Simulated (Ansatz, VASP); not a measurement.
## Two plane-wave programs on Sb2Pt

```
Sb Pt
1.0
     5.15958    0.00000    0.00000
     0.00000    6.29723    0.00000
     0.00000    0.00000    3.93116
Sb Pt
4 2
Direct
  0.20040 0.37870 0.00000
  0.79960 0.62130 0.00000
  0.70040 0.12130 0.50000
  0.29960 0.87870 0.50000
  0.00000 0.00000 0.00000
  0.50000 0.50000 0.50000
```

Alike in both runs: task relaxation of cell and atoms; functional PBE; k mesh 4 × 4 × 4; occupations gaussian, width 0.1 eV; no spin polarisation.

|  | VASP | Ansatz |
| --- | --- | --- |
| version | VASP 6.6.1 | Ansatz 0.2.0 |
| potentials or method | VASP PAW PBE potentials, release 64 (Sb, Pt), cutoff 600 eV | scalar-relativistic, plane waves, PAW |
| valence electrons in the cell | 40 | 96 |

|  | VASP | Ansatz | Ansatz less VASP |
| --- | --- | --- | --- |
| gap on the k mesh at the Fermi level, each at its own relaxed structure (eV) | none | none | - |
| relaxed volume (Å³/atom) | 24.36 | 24.43 | +0.063 |
| relaxed length of the cell vector where the two differ most in proportion (Å) | 4.165 | 4.177 | +0.0121 |

A gap of «none» marks a metal or a gap that the smearing closes. VASP's potentials hold 40 valence electrons a cell and Ansatz's 96, so a difference there can come from the potentials and not from the codes.

The k mesh is coarse, so the values compare programs but aren't converged. Spin-orbit coupling is off throughout.
